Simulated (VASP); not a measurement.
The system is TaN.

```
Ta N
1.0
     2.95018    0.00000    0.00000
    -1.47509    2.55493    0.00000
     0.00000    0.00000    2.89777
Ta N
1 1
Direct
  0.33333 0.66667 0.50000
  0.00000 0.00000 0.00000
```

```yaml
Program: VASP 6.6.1
Task: relaxation of cell and atoms
Functional: LDA
Potentials_or_basis: VASP PAW LDA potentials, release 64 (Ta_sv_GW, N)
Cutoff: 700 eV
k_mesh: 18 × 18 × 14
Occupations: gaussian, width 0.1 eV
Spin: no spin polarisation
```

At the start: pressure -15.0 GPa; volume 10.92 Å³/atom.

Task: How do energy, volume and symmetry change on relaxing?

Result: Over 9 steps the energy falls by 22.2 meV/atom and the volume is 10.46 Å³/atom (-4.2 %); space group P-6m2 (No. 187, to 0.1 Å) before and after.

The path:
| step | energy change (eV) | largest force (eV/Å) | pressure (GPa) | volume (Å³) |
| --- | --- | --- | --- | --- |
| 1 | 0.0000 | 0.0000 | -14.96 | 21.84 |
| 2 | 0.2823 | 0.0000 | 52.88 | 18.77 |
| 3 | -0.0444 | 0.0000 | -0.74 | 20.97 |
| 4 | -0.0444 | 0.0000 | -0.13 | 20.94 |
| 5 | -0.0444 | 0.0000 | 0.21 | 20.92 |
| 6 | -0.0444 | 0.0000 | -0.51 | 20.95 |
| 7 | -0.0445 | 0.0000 | -0.12 | 20.93 |
| 8 | -0.0445 | 0.0000 | 0.15 | 20.92 |
| 9 | -0.0445 | 0.0000 | 0.00 | 20.93 |

Final structure:
```xyz
2
Lattice="2.9095 0.0000 0.0000 -1.4548 2.5197 0.0000 0.0000 0.0000 2.8546" Properties=species:S:1:pos:R:3 pbc="T T T"
Ta    0.0000    1.6798    1.4273
N     0.0000    0.0000    0.0000
```
